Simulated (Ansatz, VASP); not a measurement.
## O: VASP beside Ansatz

File INCAR:

```
ALGO = Normal
EDIFF = 1E-8
ENCUT = 520
GGA = PS
ISIF = 2
ISMEAR = -1
LASPH = True
LCHARG = False
LEFG = True
LREAL = False
LWAVE = False
NBANDS = 13
NELM = 60
PREC = Accurate
SIGMA = 0.02
```

Contents of KPOINTS:

```
k-points
0
Gamma
  10 10 10
```

File POSCAR:

```
O
1.0
    1.4233490221      0.8217709410      3.3401340000
   -1.4233490221      0.8217709410      3.3401340000
    0.0000000000     -1.6435418821      3.3401340000
O
2
Direct
    0.0577000000      0.0577000000      0.0577000000
    0.9423000000      0.9423000000      0.9423000000
```

Input for Ansatz:

```yaml
crystal:
  lattice:
    - [1.4233490221, 0.821770941, 3.340134]
    - [-1.4233490221, 0.821770941, 3.340134]
    - [0.0, -1.6435418821, 3.340134]
  atoms:
    - { symbol: O, position: [0.0577, 0.0577, 0.0577] }
    - { symbol: O, position: [0.9423, 0.9423, 0.9423] }
kpoints:
  mp_grid: { grid: [10, 10, 10] }
scf:
  occupations: { method: fermi_dirac, width: 0.02 }
hamiltonian:
  xc: pbesol
  pseudopotentials: { kind: paw }
output:
  forces: true
  stress: true
  eigenvalues: true
  efg: { contact_densities: true }
```

Change from the starting cell: zz strain of -2 %, PAW files.

Alike in both runs: task electric field gradients; functional PBEsol; k mesh 10 × 10 × 10; occupations fermi-dirac, width 0.02 eV; no spin polarisation.

|  | VASP | Ansatz |
| --- | --- | --- |
| version | VASP 6.6.1 | Ansatz 0.2.0 |
| potentials or method | VASP PAW PBE potentials, release 64 (O) | PAW with Ansatz's default frozen-core files, scalar-relativistic |
| plane-wave cutoff (eV) | 520 | 420 |
| valence electrons in the cell | 12 | 12 |

Ansatz gave:

```
pressure (GPa)                                                : 7.7
traceless stress, the component that is largest in VASP (GPa) : 32.28
rms of the force components (eV/Å)                            : 2.470
size of Vzz on the site where it differs most (V/Å²)          : 108.2
```

**Question.** Estimate VASP's values.

**Answer.** Pressure (GPa): 13.2; traceless stress, the component that is largest in VASP (GPa): 44.22; rms of the force components (eV/Å): 3.801; size of Vzz on the site where it differs most (V/Å²): 108.9.

VASP's potentials were made for PBE, not for PBEsol. Atom by atom the forces differ by 1.330 eV/Å (rms over components).

Noted on VASP's run: the standard files for N, O and F lose accuracy on very short bonds; spin is off for a triplet molecule.
